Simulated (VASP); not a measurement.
Wanted: the native input for a VASP 6.6.1 run.

```
Task                   : single point
Functional             : PBE
Potentials or basis    : VASP PAW PBE potentials, release 64 (Ta_pv, H, Br)
Cutoff                 : 520 eV
k mesh                 : 6 × 6 × 6
Occupations            : gaussian, width 0.1 eV
Spin                   : no spin polarisation
Dipole correction      : no
Further INCAR settings : ALGO = Normal; EDIFF = 1e-06; NBANDS = 23
```

The structure of TaH3Br2 lies in POSCAR:

```
TaH3Br2
1.0
    2.7947698500      1.6135611300      4.4217278500
   -2.7947698500      1.6135611300      4.4217278500
    0.0000000000     -3.2271222500      4.4217278500
Ta H Br
1 3 2
Direct
    0.0000000000      0.0000000000      0.0000000000
    0.0000000000      0.5000000000      0.0000000000
    0.5000000000      0.0000000000      0.0000000000
    0.0000000000      0.0000000000      0.5000000000
    0.6256905800      0.6256905800      0.6256905800
    0.3743094200      0.3743094200      0.3743094200
```

One way to write it, as run:

INCAR

```
SYSTEM = TaH3Br2
PREC = Accurate ; ENCUT = 520
EDIFF = 1E-6 ; ISMEAR = 0
SIGMA = 0.1 ; LREAL = .FALSE.
LASPH = .TRUE. ; NELM = 80
ALGO = Normal ; ISIF = 2
LWAVE = .FALSE. ; LCHARG = .FALSE.
GGA = PE ; NBANDS = 23
```

KPOINTS

```
regular mesh
0
G
  6 6 6
  0 0 0
```

Potentials or basis: VASP PAW PBE potentials, release 64 (Ta_pv, H, Br).

Run with:

```bash
$ cat potpaw_PBE.64/Ta_pv/POTCAR potpaw_PBE.64/H/POTCAR potpaw_PBE.64/Br/POTCAR > POTCAR
$ mpirun -np 1 vasp_std > vasp.out
```

It gave:

```
Pressure               : -16.6 GPa
Largest force          : 0.411 eV/Å
Band gap on the k mesh : zero (band 14 reaches 0.49 eV, above the bottom of band 15 at 0.46 eV)
```

Caveat: spin-orbit coupling is left out, which moves the levels of the heavy elements.

Wall time 3.1 min on 1 thread of Intel(R) Xeon(R) Platinum 8259CL CPU @ 2.50GHz (Skylake/Cascade Lake) (shared host), peak memory 0.3 GiB.
